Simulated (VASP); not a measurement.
A run of VASP 6.6.1 is set up as follows.

Contents of INCAR:

```
PREC = Accurate ; ENCUT = 520
EDIFF = 1E-7 ; ISMEAR = 0
SIGMA = 0.15 ; LREAL = False
LASPH = True ; NELM = 100
ALGO = Fast ; ISIF = 2
LWAVE = False ; LCHARG = False
GGA = PS ; NBANDS = 8
```

KPOINTS

```
Automatic mesh
0
Gamma
  20 20 20
```

File POSCAR:

```
Al
1.0
    0.0000000000      2.0239800000      2.1251790000
    2.0239800000      0.0000000000      2.1251790000
    2.0239800000      2.0239800000      0.0000000000
Al
1
Direct
    0.0000000000      0.0000000000      0.0000000000
```

Potentials or basis: VASP PAW PBE potentials, release 64 (Al).

Run with:

```console
$ cat potpaw_PBE.64/Al/POTCAR > POTCAR
$ mpirun -np 1 vasp_std > vasp.out
```

Problem. Predict the pressure.

Solution. -5.0 GPa.

Stress tensor (GPa, compression positive):
```
-4.33  0.00  0.00
 0.00 -4.33  0.00
 0.00  0.00 -6.22
```

Caveat: the cell differs from its parent crystal (strain +0.000 along x and y, +0.050 along z); the PAW data sets were made with another functional, which shifts forces and pressure a little.
